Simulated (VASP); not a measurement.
# SiO2 (P4_2/mnm) in VASP: a series of runs, part 2 of 2

VASP 6.6.1. Earlier steps stand in the parts before.

**3. Single point, LDA**

This run uses another cell than the first one, of 7.19 Å³/atom, 1.011 times its volume.

File INCAR:

```
SYSTEM = SiO2
ALGO = Normal
EDIFF = 1E-7
ENCUT = 520
GGA = CA
ISIF = 2
ISMEAR = 0
LASPH = .True.
LCHARG = .True.
LELF = .True.
LREAL = .False.
LVHAR = .True.
LWAVE = .False.
NBANDS = 25
NELM = 60
PREC = Accurate
SIGMA = 0.05
```

File KPOINTS:

```
k-points
0
Gamma
  6 6 8
  0 0 0
```

File POSCAR:

```
SiO2
1.0
    4.1801000000      0.0000000000      0.0000000000
    0.0000000000      4.1801000000      0.0000000000
    0.0000000000      0.0000000000      2.4697000000
Si O
2 4
Direct
    0.5000000000      0.5000000000      0.5000000000
    0.0000000000      0.0000000000      0.0000000000
    0.6944252994      0.6944252994      0.0000000000
    0.1944252994      0.8055747006      0.5000000000
    0.3055747006      0.3055747006      0.0000000000
    0.8055747006      0.1944252994      0.5000000000
```

Potentials or basis: VASP PAW LDA potentials, release 64 (Si, O).

Launch:

```bash
cat potpaw_LDA.64/Si/POTCAR potpaw_LDA.64/O/POTCAR > POTCAR
mpirun -np 1 vasp_std > vasp.out
```

Wall time 14 s (1 thread of Intel Xeon 6975P-C (Granite Rapids), shared host); peak memory 0.15 GiB.

Results (log left out):

```yaml
Free_energy: -51.3047 eV
Pressure: 31.4 GPa
Largest_force: 0.256 eV/Å
Band_gap_on_the_k_mesh: 7.15 eV, direct
```

Forces in eV/Å, atoms in the order of the input:
```
Si   0.000  0.000  0.000
Si   0.000  0.000  0.000
O    0.181  0.181  0.000
O    0.181 -0.181  0.000
O   -0.181 -0.181  0.000
O   -0.181  0.181  0.000
```

Stress tensor (GPa, compression positive):
```
12.73  0.00  0.00
 0.00 12.73  0.00
 0.00  0.00 68.72
```

Levels at points of the mesh, in eV from the valence-band top:
```
           k point  band 12  band 13  band 14  band 15  band 16  band 17  band 18  band 19  band 20  band 21
(0.00, 0.00, 0.00)    -2.81    -2.08    -1.01    -1.01     0.00     7.15     8.11    10.14    10.14    10.87
(0.50, 0.00, 0.00)    -3.89    -2.37    -2.37    -1.23    -1.23     9.38     9.38    10.26    10.26    11.05
(0.50, 0.50, 0.00)    -2.92    -2.81    -2.81    -2.67    -2.67     8.95     8.95    11.33    11.33    13.02
(0.00, 0.00, 0.50)    -5.06    -3.20    -3.20    -2.95    -2.95     9.79     9.79    12.82    12.82    13.09
(0.50, 0.00, 0.50)    -4.37    -2.60    -2.60    -1.93    -1.93     9.18     9.18     9.89     9.89    12.28
(0.50, 0.50, 0.50)    -4.94    -2.06    -2.06    -1.70    -1.70     7.70     7.70    11.14    11.14    11.40
```

A k mesh can miss the band edges. LDA gaps usually lie below the measured ones, often by a third to a half.

**4. Single point, LDA**

This run uses another cell than the first one, of 7.21 Å³/atom, 1.013 times its volume.

File INCAR:

```
PREC     = Accurate       # precision mode
ENCUT    = 520            # plane-wave cutoff, eV
EDIFF    = 1E-7           # SCF threshold, eV
ISMEAR   = 0              # smearing method
SIGMA    = 0.05           # smearing width, eV
LREAL    = F              # projectors in reciprocal space
LASPH    = T              # aspherical terms in the spheres
NELM     = 60             # most SCF steps
ALGO     = Normal         # electronic algorithm
ISIF     = 2              # what is computed and relaxed
LWAVE    = F              # write WAVECAR
LCHARG   = T              # write CHGCAR
LELF     = T              # ELF
LVHAR    = T            
NBANDS   = 25             # bands
```

File KPOINTS:

```
regular mesh
0
Gamma
  6 6 8
```

POSCAR, as its differences from that of step 3:

```diff
@@ -2,5 +2,5 @@
 1.0
-    4.1801000000      0.0000000000      0.0000000000
-    0.0000000000      4.1801000000      0.0000000000
-    0.0000000000      0.0000000000      2.4697000000
+    4.0804000000      0.0000000000      0.0000000000
+    0.0000000000      4.0804000000      0.0000000000
+    0.0000000000      0.0000000000      2.5974000000
 Si O
```

Launch:

```bash
cat potpaw_LDA.64/Si/POTCAR potpaw_LDA.64/O/POTCAR > POTCAR
mpirun -np 1 vasp_std > vasp.out
```

It took 19 s on 1 thread of Intel Xeon 6975P-C (Granite Rapids), shared host; peak memory 0.15 GiB.

Results (log left out):

* Free energy: -51.7485 eV
* Pressure: 24.9 GPa
* Largest force: 0.450 eV/Å
* Band gap on the k mesh: 6.74 eV, direct

Forces in eV/Å, atoms in the order of the input:
```
Si   0.000  0.000  0.000
Si   0.000  0.000  0.000
O    0.318  0.318  0.000
O    0.318 -0.318  0.000
O   -0.318 -0.318  0.000
O   -0.318  0.318  0.000
```

Stress tensor (GPa, compression positive):
```
21.82  0.00  0.00
 0.00 21.82  0.00
 0.00  0.00 30.96
```

Levels at points of the mesh, in eV from the valence-band top:
| k point | band 12 | band 13 | band 14 | band 15 | band 16 | band 17 | band 18 | band 19 | band 20 | band 21 |
| --- | --- | --- | --- | --- | --- | --- | --- | --- | --- | --- |
| (0.00, 0.00, 0.00) | -3.38 | -2.59 | -0.95 | -0.95 | 0.00 | 6.74 | 6.99 | 8.98 | 8.98 | 10.93 |
| (0.50, 0.00, 0.00) | -4.31 | -2.87 | -2.87 | -1.16 | -1.16 | 8.54 | 8.54 | 9.55 | 9.55 | 11.29 |
| (0.50, 0.50, 0.00) | -3.54 | -2.89 | -2.89 | -2.59 | -2.59 | 8.17 | 8.17 | 10.59 | 10.59 | 13.61 |
| (0.00, 0.00, 0.50) | -4.99 | -3.53 | -3.53 | -3.00 | -3.00 | 9.87 | 9.87 | 13.14 | 13.14 | 13.43 |
| (0.50, 0.00, 0.50) | -4.42 | -2.51 | -2.51 | -1.99 | -1.99 | 9.30 | 9.30 | 10.50 | 10.50 | 12.29 |
| (0.50, 0.50, 0.50) | -4.82 | -1.94 | -1.94 | -1.75 | -1.75 | 7.94 | 7.94 | 11.28 | 11.28 | 11.70 |

**5. Single point, LDA**

This run uses another cell than the first one, of 7.21 Å³/atom, 1.012 times its volume.

File INCAR:

```
ALGO     = Normal         # electronic algorithm
EDIFF    = 1E-6           # SCF threshold, eV
ENCUT    = 520            # plane-wave cutoff, eV
GGA      = CA             # functional
ISIF     = 2              # what is computed and relaxed
ISMEAR   = 0              # smearing method
LASPH    = T              # aspherical terms in the spheres
LCHARG   = T              # write CHGCAR
LELF     = T              # ELF
LREAL    = F              # projectors in reciprocal space
LVHAR    = T            
LWAVE    = F              # write WAVECAR
NBANDS   = 25             # bands
NELM     = 60             # most SCF steps
PREC     = Accurate       # precision mode
SIGMA    = 0.05           # smearing width, eV
```

File KPOINTS:

```
k-points
0
Gamma
  6 6 8
```

POSCAR, as its differences from that of step 4:

```diff
@@ -2,5 +2,5 @@
 1.0
-    4.0804000000      0.0000000000      0.0000000000
-    0.0000000000      4.0804000000      0.0000000000
-    0.0000000000      0.0000000000      2.5974000000
+    4.0305000000      0.0000000000      0.0000000000
+    0.0000000000      4.0305000000      0.0000000000
+    0.0000000000      0.0000000000      2.6613102772
 Si O
```

Potentials or basis: VASP PAW LDA potentials, release 64 (Si, O).

Launch:

```bash
cat potpaw_LDA.64/Si/POTCAR potpaw_LDA.64/O/POTCAR > POTCAR
mpirun -np 1 vasp_std > vasp.out
```

OUTCAR:

```text
EDIFF = 1E-6
   ENCUT = 520
   GGA = CA
   ISIF = 2
   ISMEAR = 0
   LASPH = T
   LREAL = F
   NELM = 60
   PREC = Accurate

 ion  position               nearest neighbor table
   1  0.500  0.500  0.500-   3 1.73   5 1.73   3 1.73   5 1.73   4 1.74   6 1.74   2 3.15   2 3.15
                             2 3.15   2 3.15   2 3.15   2 3.15   2 3.15   2 3.15
   2  0.000  0.000  0.000-   4 1.73   6 1.73   4 1.73   6 1.73   5 1.74   3 1.74   1 3.15   1 3.15
                             1 3.15   1 3.15   1 3.15   1 3.15   1 3.15   1 3.15
   3  0.694  0.694  0.000-   1 1.73   1 1.73   2 1.74
[... 885 lines left out ...]
  -------------------------------------------------------------------------------------
  Total        7.2700719      7.2700719      4.3033412      0.0000000      0.0000000      0.0000000
  in kB      269.4237825    269.4237825    159.4788167      0.0000000      0.0000000      0.0000000
  external PRESSURE =     232.7754606 kB  Pullay stress =       0.0000000 kB

 VOLUME and BASIS-vectors are now :
 -----------------------------------------------------------------------------
  energy-cutoff  :      520.00
  volume of cell :       43.23
      direct lattice vectors                 reciprocal lattice vectors
     4.030500000  0.000000000  0.000000000     0.248108175  0.000000000  0.000000000
     0.000000000  4.030500000  0.000000000     0.000000000  0.248108175  0.000000000
     0.000000000  0.000000000  2.661310277     0.000000000  0.000000000  0.375754758

 POSITION                                       TOTAL-FORCE (eV/Angst)
 -----------------------------------------------------------------------------------
      2.01525      2.01525      1.33066        -0.000000     -0.000000     -0.000000
      0.00000      0.00000      0.00000        -0.000000     -0.000000     -0.000000
      2.79888      2.79888      0.00000         0.374778      0.374778     -0.000000
      0.78363      3.24687      1.33066         0.374778     -0.374778     -0.000000
      1.23162      1.23162      0.00000        -0.374778     -0.374778      0.000000
      3.24687      0.78363      1.33066        -0.374778      0.374778     -0.000000
 -----------------------------------------------------------------------------------
    total drift:                               -0.000000      0.000000      0.000000

  FREE ENERGIE OF THE ION-ELECTRON SYSTEM (eV)
  ---------------------------------------------------
  free  energy   TOTEN  =       -51.7395841682 eV

  energy  without entropy=      -51.7395841682  energy(sigma->0) =      -51.73958417
```

stdout:

```text
POSCAR found type information on POSCAR SiO
 POSCAR found :  2 types and       6 ions
 scaLAPACK will be used
 LDA part: xc-table for (Slater(with rela. corr.)+CA(PZ))
 , standard interpolation
 POSCAR, INCAR and KPOINTS ok, starting setup
 FFT: planning ... GRIDC
 FFT: planning ... GRID_SOFT
 FFT: planning ... GRID
 WAVECAR not read
 entering main loop
```

Run time: 17 s. Hardware: 1 thread of Intel Xeon 6975P-C (Granite Rapids), shared host; peak memory 0.15 GiB.

What came out:

```
Free energy            : -51.7396 eV
Pressure               : 23.3 GPa
Largest force          : 0.530 eV/Å
Band gap on the k mesh : 6.18 eV, direct
```

Forces in eV/Å, atoms in the order of the input:
```
Si   0.000  0.000  0.000
Si   0.000  0.000  0.000
O    0.375  0.375  0.000
O    0.375 -0.375  0.000
O   -0.375 -0.375  0.000
O   -0.375  0.375  0.000
```

A k mesh can miss the band edges. A hybrid or GW would open this gap; LDA tends to underestimate it.

**6. The runs side by side**

| cell | gap on the mesh (eV) | pressure (GPa) | largest force (eV/Å) |
| --- | --- | --- | --- |
| a = 4.105, b = 4.105, c = 2.534 Å, 6 atoms | 7.31 | 32.5 | 0.49 |
| a = 4.180, b = 4.180, c = 2.470 Å, 6 atoms | 7.15 | 31.4 | 0.26 |
| a = 4.080, b = 4.080, c = 2.597 Å, 6 atoms | 6.74 | 24.9 | 0.45 |
| a = 4.030, b = 4.030, c = 2.661 Å, 6 atoms | 6.18 | 23.3 | 0.53 |

Alike in all rows: task single point; level LDA; potentials or basis VASP PAW LDA potentials, release 64 (Si, O); no spin polarisation; k mesh 6 × 6 × 8; cutoff (eV) 520; smearing gaussian 0.05 eV.

Total energies depend on the potentials used, so only differences within one code and one set of settings carry meaning.
